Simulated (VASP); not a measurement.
## ZnO: relaxation of cell and atoms with PBE

Crystal: ZnO.

```
Zn O
1.0
     2.24284    0.00000    0.00000
     0.00000    2.24284    0.00000
     0.00000    0.00000    2.24284
Zn O
1 1
Direct
  0.00000 0.00000 0.00000
  0.50000 0.50000 0.50000
```

```yaml
Program: VASP 6.6.1
Task: relaxation of cell and atoms
Functional: PBE
Potentials_or_basis: VASP PAW PBE potentials, release 64 (Zn, O_h)
Cutoff: 1340 eV
k_mesh: 10 × 10 × 10
Occupations: fermi-dirac, width 0.02 eV
Spin: no spin polarisation
Dipole_correction: no
Further_INCAR_settings: ALGO = Normal; EDIFF = 1e-07; IBRION = 2; EDIFFG = -0.005; NSW = 80; ISIF = 3
```

```json
{"Relaxed volume": "9.74 Å³/atom", "Relaxed cell": "a = 2.691 Å, b = 2.691 Å, c = 2.691 Å, α = 90.00°, β = 90.00°, γ = 90.00°", "Space group after relaxing (to 0.1 Å)": "Pm-3m (No. 221)", "Energy gained by relaxing": "2380.9 meV/atom", "Ionic steps": "8", "Pressure after relaxing": "0.0 GPa", "Band gap on the k mesh": "zero (bands 9 and 10 overlap by 0.87 eV)"}
```

The path:
```tsv
step	energy change (eV)	largest force (eV/Å)	pressure (GPa)	volume (Å³)
1	0.0000	0.0000	309.09	11.28
2	-1.1060	0.0000	-38.17	40.01
3	-4.7046	0.0000	-10.68	21.04
4	-4.7442	0.0000	-6.42	20.33
5	-4.7616	0.0000	0.63	19.41
6	-4.7614	0.0000	-0.99	19.60
7	-4.7617	0.0000	0.26	19.45
8	-4.7618	0.0000	0.01	19.48
```

Final structure:
```xyz
2
Lattice="2.6909 0.0000 0.0000 0.0000 2.6909 0.0000 0.0000 0.0000 2.6909" Properties=species:S:1:pos:R:3 pbc="T T T"
Zn    0.0000    0.0000    0.0000
O     1.3454    1.3454    1.3454
```

Levels at points of the mesh, in eV from the Fermi level:
```tsv
k point	band 7	band 8	band 9	band 10	band 11	band 12
(0.00, 0.00, 0.00)	-1.23	-1.23	-1.23	-0.92	14.07	14.07
(0.50, 0.00, 0.00)	-4.55	-0.05	-0.05	4.99	6.39	15.54
(0.50, 0.50, 0.00)	-4.85	-4.85	-0.19	2.54	9.97	9.97
(0.50, 0.50, 0.50)	-1.45	-1.45	-1.45	5.46	5.46	5.46
```

It took 2.2 min on 1 thread of Intel(R) Xeon(R) Platinum 8488C (Sapphire Rapids) (shared host), peak memory 0.19 GiB.

Caveat: the volume moved by over 15 % at a fixed basis, so the end points are rough; the structure was generated, so it needn't be the stable form of ZnO.
